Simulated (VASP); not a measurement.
# LuCd3O2 (P6/mmm) in VASP: notebook

Runs on LuCd3O2. Level: PBE. Tasks: single point, relaxation of cell and atoms.

All numbers are computed with VASP 6.6.1; they aren't measurements. Logs are shortened: lines on timing, memory, paths and dates and some standing lists are left out, and cuts for length are marked.

**1. The cell of the first run**

The structure is hexagonal, space group P6/mmm (No. 191). The conventional cell has a = 5.780 Å, b = 5.780 Å, c = 3.826 Å, α = 90.00°, β = 90.00°, γ = 120.00°. Lu (site symmetry 6/mmm) has 6 O at 3.34 Å and 12 Cd at 3.47 Å and 2 Lu at 3.83 Å within 4.4 Å. Within 3.3 Å of Cd (site symmetry mmm) lie 4 O at 2.54 Å and 4 Cd at 2.89 Å. Within 3.4 Å of O (site symmetry -6m2) lie 6 Cd at 2.54 Å and 3 O at 3.34 Å and 3 Lu at 3.34 Å.

The cell was generated, and may not be a known phase.

**2. Single point, PBE**

Contents of INCAR:

```
PREC = Accurate
ENCUT = 520
EDIFF = 1E-6
ISMEAR = 0
SIGMA = 0.1
LREAL = F
LASPH = T
NELM = 100
ALGO = Normal
ISIF = 2
LWAVE = F
LCHARG = F
GGA = PE
NBANDS = 46
```

Contents of KPOINTS:

```
regular mesh
0
Gamma
  3 3 4
```

Contents of POSCAR:

```
LuCd3O2
1.0
    5.7803597100      0.0000000000      0.0000000000
   -2.8901798600      5.0059383500      0.0000000000
    0.0000000000      0.0000000000      3.8258972900
Lu Cd O
1 3 2
Direct
    0.0000000000      0.0000000000      0.0000000000
    0.5000000000      0.0000000000      0.5000000000
    0.0000000000      0.5000000000      0.5000000000
    0.5000000000      0.5000000000      0.5000000000
    0.6666666700      0.3333333300      0.0000000000
    0.3333333300      0.6666666700      0.0000000000
```

Potentials or basis: VASP PAW PBE potentials, release 64 (Lu, Cd, O).

Started as:

```
$ cat potpaw_PBE.64/Lu/POTCAR potpaw_PBE.64/Cd/POTCAR potpaw_PBE.64/O/POTCAR > POTCAR
$ mpirun -np 1 vasp_std > vasp.out
```

OUTCAR:

```text
PREC = Accurate
   ENCUT = 520
   EDIFF = 1E-6
   ISMEAR = 0
   LREAL = F
   LASPH = T
   NELM = 100
   ISIF = 2
   GGA = PE

 ion  position               nearest neighbor table
   1  0.000  0.000  0.000-   4 3.47   4 3.47   4 3.47   4 3.47   2 3.47   2 3.47   2 3.47   2 3.47
                             3 3.47   3 3.47   3 3.47   3 3.47
   2  0.500  0.000  0.500-   5 2.54   6 2.54   5 2.54   6 2.54   3 2.89   3 2.89   4 2.89   4 2.89
                             1 3.47   1 3.47   1 3.47   1 3.47
   3  0.000  0.500  0.500-   5 2.54   6 2.54   5 2.54   6 2.54   2 2.89   2 2.89   4 2.89   4 2.89
                             1 3.47   1 3.47   1 3.47   1 3.47
   4  0.500  0.500  0.500-   5 2.54   6 2.54   5 2.54   6 2.54   3 2.89   3 2.89   2 2.89   2 2.89
                             1 3.47   1 3.47   1 3.47   1 3.47
   5  0.667  0.333  0.000-   3 2.54   3 2.54   2 2.54   2 2.54   4 2.54   4 2.54
   6  0.333  0.667  0.000-   3 2.54   3 2.54   2 2.54   2 2.54   4 2.54   4 2.54

  LATTYP: Found a hexagonal cell.
 ALAT       =     5.7803597100
 C/A-ratio  =     0.6618787553

  Lattice vectors:

 A1 = (   5.7803597100,   0.0000000000,   0.0000000000)
 A2 = (  -2.8901798600,   5.0059383500,   0.0000000000)
 A3 = (   0.0000000000,   0.0000000000,   3.8258972900)

Analysis of symmetry for initial positions (statically):
=====================================================================
 Subroutine PRICEL returns:
 Original cell was already a primitive cell.

 Routine SETGRP: Setting up the symmetry group for a
 hexagonal supercell.

 Subroutine GETGRP returns: Found 24 space group operations
 (whereof 24 operations were pure point group operations)
 out of a pool of 24 trial point group operations.

The static configuration has the point symmetry D_6h.

Analysis of symmetry for dynamics (positions and initial velocities):
=====================================================================
 Subroutine PRICEL returns:
 Original cell was already a primitive cell.

 Routine SETGRP: Setting up the symmetry group for a
 hexagonal supercell.

 Subroutine GETGRP returns: Found 24 space group operations
 (whereof 24 operations were pure point group operations)
 out of a pool of 24 trial point group operations.

The dynamic configuration has the point symmetry D_6h.

 Subroutine INISYM returns: Found 24 space group operations
 (whereof 24 operations are pure point group operations),
 and found     1 'primitive' translations

----------------------------------------------------------------------------------------

                                     Primitive cell

  volume of cell :     110.7066

  direct lattice vectors                    reciprocal lattice vectors
     5.780359710  0.000000000  0.000000000     0.172999614  0.099881374  0.000000000
    -2.890179860  5.005938350  0.000000000     0.000000000  0.199762748  0.000000000
     0.000000000  0.000000000  3.825897290     0.000000000  0.000000000  0.261376593

  length of vectors
     5.780359710  5.780359711  3.825897290     0.199762748  0.199762748  0.261376593

  position of ions in fractional coordinates (direct lattice)
     0.000000000  0.000000000  0.000000000
     0.500000000  0.000000000  0.500000000
     0.000000000  0.500000000  0.500000000
     0.500000000  0.500000000  0.500000000
     0.666666670  0.333333330  0.000000000
     0.333333330  0.666666670  0.000000000

  ion indices of the primitive-cell ions
   primitive index   ion index
                 1           1
                 2           2
                 3           3
                 4           4
                 5           5
                 6           6

----------------------------------------------------------------------------------------

 KPOINTS: regular mesh

Automatic generation of k-mesh.
 Grid dimensions read from file:
 generate k-points for:    3    3    4

 Generating k-lattice:

  Cartesian coordinates                     Fractional coordinates (reciprocal lattice)
     0.057666538  0.033293791  0.000000000     0.333333333  0.000000000  0.000000000
     0.000000000  0.066587583  0.000000000     0.000000000  0.333333333  0.000000000
     0.000000000  0.000000000  0.065344148     0.000000000  0.000000000  0.250000000

  Length of vectors
     0.066587583  0.066587583  0.065344148

  Shift w.r.t. Gamma in fractional coordinates (k-lattice)
     0.000000000  0.000000000  0.000000000

 Subroutine IBZKPT returns following result:
 ===========================================

 Found      9 irreducible k-points:

 Following reciprocal coordinates:
            Coordinates               Weight
  0.000000  0.000000  0.000000      1.000000
  0.333333 -0.000000  0.000000      6.000000
  0.333333  0.333333  0.000000      2.000000
  0.000000  0.000000  0.250000      2.000000
  0.333333 -0.000000  0.250000     12.000000
  0.333333  0.333333  0.250000      4.000000
  0.000000  0.000000  0.500000      1.000000
  0.333333 -0.000000  0.500000      6.000000
  0.333333  0.333333  0.500000      2.000000
   k-points           NKPTS =      9   k-points in BZ     NKDIM =      9   number of bands    NBANDS=     46
   number of dos      NEDOS =    301   number of ions     NIONS =      6
   total plane-waves  NPLWV =  64512
   dimension x,y,z NGX =    48 NGY =   48 NGZ =   28
   dimension x,y,z NGXF=    96 NGYF=   96 NGZF=   56
   ions per type =               1   3   2
   NGX,Y,Z   is equivalent  to a cutoff of  13.81, 13.81, 12.17 a.u.
   NGXF,Y,Z  is equivalent  to a cutoff of  27.61, 27.61, 24.33 a.u.
 SYSTEM =  unknown system
   PREC   = accura    normal or accurate (medium, high low for compatibility)
   ISTART =      0    job   : 0-new  1-cont  2-samecut
   ICHARG =      2    charge: 1-file 2-atom 10-const
   ISPIN  =      1    spin polarized calculation?
   LNONCOLLINEAR =      F non collinear calculations
   LSORBIT =      F    spin-orbit coupling
   LASPH  =      T    aspherical Exc in radial PAW
   ENCUT  =  520.0 eV  38.22 Ry    6.18 a.u.  10.75 10.75  7.11*2*pi/ulx,y,z
   NELM   =    100;   NELMIN=  2; NELMDL= -5     # of ELM steps
   EDIFF  = 0.1E-05   stopping-criterion for ELM
   LREAL  =      F    real-space projection
   EDIFFG = 0.1E-04   stopping-criterion for IOM
   NSW    =      0    number of steps for IOM
[... 5 lines left out ...]
   TEBEG  =    0.0;   TEEND  =   0.0 temperature during run
   PSTRESS=    0.0 pullay stress
   NELECT =      73.0000    total number of electrons
   NUPDOWN=      -1.0000    fix difference up-down
   EMIN   =  10.00;   EMAX   =-10.00  energy-range for DOS
   EFERMI =   0.00;   METHOD = LEGACY
   ISMEAR =     0;   SIGMA  =   0.10  broadening in eV -4-tet -1-fermi 0-gaus
   EFERMI_NEDOS =   21; number of points for ismear=-14 and -15
   IALGO  =     38    algorithm
   IMIX   =      4    mixing-type and parameters
     AMIX     =   0.40;   BMIX     =  1.00
     AMIX_MAG =   1.60;   BMIX_MAG =  1.00
  volume/ion in A,a.u.               =      18.45       124.51
  Fermi-wavevector in a.u.,A,eV,Ry     =   1.424922  2.692713 27.625323  2.030404
  Thomas-Fermi vector in A             =   2.545362
   LORBIT       =      0    0 simple, 1 ext, 2 COOP (PROOUT), +10 PAW based schemes
   GGA     = PE    functional components
   LHFCALC =     F    Hartree Fock is set to
   AEXX    =    0.0000 exact exchange contribution
   IVDW    =     0    specifies the selected vdW correction
   LEPSILON=     F    determine dielectric tensor
   LRPA    =     F    only Hartree local field effects (RPA)
 non-spin polarized calculation
 Gauss-broadening in eV      SIGMA  =   0.10
  energy-cutoff  :      520.00
  volume of cell :      110.71
 maximum number of plane-waves:      2988
 NGX is ok and might be reduce to    48
   NGX = 21   NGY = 21   NGZ = 15

 number of electron      72.9999985 magnetization

 Free energy of the ion-electron system (eV)
  ---------------------------------------------------
  ext. energy  EPLUGINS =         0.00000000
  ---------------------------------------------------
  free energy    TOTEN  =       -19.16445889 eV

  energy without entropy =      -19.13828828  energy(sigma->0) =      -19.15137359

 E-fermi :   2.4802     XC(G=0): -10.9037

 val. band max:        2.4754756521   @ k =   0.3333  -0.0000   0.2500
 cond. band min:       2.5759464594   @ k =   0.0000   0.0000   0.2500
 fundamental gap:      0.1004708073
 Fermi energy:         2.4802149643

 k-point     1 :       0.0000    0.0000    0.0000
  band No.  band energies     occupation
      1     -54.9324      2.00000
      2     -25.6086      2.00000
      3     -25.6086      2.00000
      4     -25.3280      2.00000
      5     -15.0576      2.00000
      6     -14.6329      2.00000
[... 38 lines left out ...]
     45       7.6613      0.00000
     46       7.6613      0.00000

 k-point     2 :       0.3333   -0.0000    0.0000
  band No.  band energies     occupation
      1     -54.9323      2.00000
      2     -25.6098      2.00000
      3     -25.6089      2.00000
      4     -25.3281      2.00000
      5     -14.9638      2.00000
      6     -14.7250      2.00000
[... 38 lines left out ...]
     45       7.8353      0.00000
     46       9.5845      0.00000

 k-point     3 :       0.3333    0.3333    0.0000
  band No.  band energies     occupation
      1     -54.9323      2.00000
      2     -25.6097      2.00000
      3     -25.6097      2.00000
      4     -25.3282      2.00000
      5     -14.8437      2.00000
      6     -14.8437      2.00000
[... 38 lines left out ...]
     45       7.6060      0.00000
     46       9.8147      0.00000

 k-point     4 :       0.0000    0.0000    0.2500
  band No.  band energies     occupation
      1     -54.9313      2.00000
      2     -25.6048      2.00000
      3     -25.6048      2.00000
      4     -25.3705      2.00000
      5     -14.9454      2.00000
      6     -14.6791      2.00000
[... 185 lines left out ...]
     45       7.9983      0.00000
     46       8.9474      0.00000

 k-point     8 :       0.3333   -0.0000    0.5000
  band No.  band energies     occupation
      1     -54.9303      2.00000
      2     -25.6013      2.00000
      3     -25.6010      2.00000
      4     -25.4120      2.00000
      5     -14.7991      2.00000
      6     -14.7450      2.00000
[... 38 lines left out ...]
     45       7.2541      0.00000
     46       8.7342      0.00000

 k-point     9 :       0.3333    0.3333    0.5000
  band No.  band energies     occupation
      1     -54.9303      2.00000
      2     -25.6012      2.00000
      3     -25.6012      2.00000
      4     -25.4118      2.00000
      5     -14.7703      2.00000
      6     -14.7703      2.00000
[... 38 lines left out ...]
     45       7.2159      0.00000
     46       7.2501      0.00000

------------------------ aborting loop because EDIFF is reached ----------------------------------------

  FORCE on cell =-STRESS in cart. coord.  units (eV):
  Direction    XX          YY          ZZ          XY          YZ          ZX
  --------------------------------------------------------------------------------------
  -------------------------------------------------------------------------------------
  Total       -1.6451228     -1.6451228     -3.4532059      0.0000000      0.0000000      0.0000000
  in kB      -23.8086761    -23.8086761    -49.9757575      0.0000000      0.0000000      0.0000000
  external PRESSURE =     -32.5310366 kB  Pullay stress =       0.0000000 kB

 VOLUME and BASIS-vectors are now :
 -----------------------------------------------------------------------------
  energy-cutoff  :      520.00
  volume of cell :      110.71
      direct lattice vectors                 reciprocal lattice vectors
     5.780359710  0.000000000  0.000000000     0.172999614  0.099881374  0.000000000
    -2.890179860  5.005938350  0.000000000     0.000000000  0.199762748  0.000000000
     0.000000000  0.000000000  3.825897290     0.000000000  0.000000000  0.261376593

 POSITION                                       TOTAL-FORCE (eV/Angst)
 -----------------------------------------------------------------------------------
      0.00000      0.00000      0.00000        -0.000000      0.000000      0.000000
      2.89018      0.00000      1.91295        -0.000000      0.000000      0.000000
     -1.44509      2.50297      1.91295        -0.000000      0.000000      0.000000
      1.44509      2.50297      1.91295        -0.000000      0.000000      0.000000
      2.89018      1.66865      0.00000         0.000000      0.000000      0.000000
     -0.00000      3.33729      0.00000        -0.000000      0.000000     -0.000000
 -----------------------------------------------------------------------------------
    total drift:                                0.000000      0.000000     -0.000000

  FREE ENERGIE OF THE ION-ELECTRON SYSTEM (eV)
  ---------------------------------------------------
  free  energy   TOTEN  =       -19.1644588933 eV

  energy  without entropy=      -19.1382882788  energy(sigma->0) =      -19.15137359
```

It took 39 s on 1 thread of Intel Xeon 6975P-C (Granite Rapids), shared host; peak memory 0.26 GiB.

What came out:

```yaml
Free_energy: -19.1645 eV
Pressure: -3.3 GPa
Band_gap_on_the_k_mesh: zero (an odd number of electrons rules out a gap without spin polarisation)
```

Caveat: the k points lie up to 0.42 Å⁻¹ apart, too coarse for converged energies and pressures of a metal; spin-orbit coupling is left out, which moves the levels of the heavy elements.

**3. Single point, PBE**

This run uses another cell than the first one, of 17.78 Å³/atom.

Contents of INCAR:

```
  PREC = Accurate
  ENCUT = 520
  EDIFF = 1E-6
  ISMEAR = 0
  SIGMA = 0.1
  LREAL = False
  LASPH = True
  NELM = 80
  ALGO = Normal
  ISIF = 2
  LWAVE = False
  LCHARG = False
  GGA = PE
  NBANDS = 46
```

Contents of KPOINTS:

```
Automatic mesh
0
Gamma
  6 6 10
```

Contents of POSCAR:

```
LuCd3O2
1.0
    5.8851915803      0.0000000029      0.0000000000
   -2.9425957927      5.0967254132      0.0000000000
    0.0000000000      0.0000000000      3.5558610941
Lu Cd O
1 3 2
Direct
    0.0000000000      0.0000000000      0.0000000000
    0.5000000000      0.0000000000      0.5000000000
    0.0000000000      0.5000000000      0.5000000000
    0.5000000000      0.5000000000      0.5000000000
    0.6666666667      0.3333333333      0.0000000000
    0.3333333333      0.6666666667      0.0000000000
```

Potentials or basis: VASP PAW PBE potentials, release 64 (Lu, Cd, O).

Started as:

```
$ cat potpaw_PBE.64/Lu/POTCAR potpaw_PBE.64/Cd/POTCAR potpaw_PBE.64/O/POTCAR > POTCAR
$ mpirun -np 1 vasp_std > vasp.out
```

Run time: 2 min. Hardware: 1 thread of Intel Xeon 6975P-C (Granite Rapids), shared host; peak memory 0.37 GiB.

Results (log left out):

```yaml
Free_energy: -19.3305 eV
Pressure: 0.5 GPa
Band_gap_on_the_k_mesh: zero (an odd number of electrons rules out a gap without spin polarisation)
```

Stress tensor (GPa, compression positive):
```
0.45 0.00 0.00
0.00 0.45 0.00
0.00 0.00 0.69
```

Levels at points of the mesh, in eV from the Fermi level:
```csv
k point,band 35,band 36,band 37,band 38,band 39,band 40
"(0.00, 0.00, 0.00)",-1.67,0.43,0.93,0.93,1.90,1.90
"(0.50, 0.00, 0.00)",-1.76,-1.65,-0.93,1.55,1.59,1.73
"(0.00, 0.00, 0.50)",-0.95,-0.95,-0.65,0.64,1.92,1.92
"(0.50, 0.00, 0.50)",-1.27,-1.12,0.12,1.57,2.12,2.75
```

Caveat: spin-orbit coupling is left out, which moves the levels of the heavy elements.

(Continued in part 2 of 2.)

The gap in the log of VASP goes by the Fermi energy; the results here count the filled bands.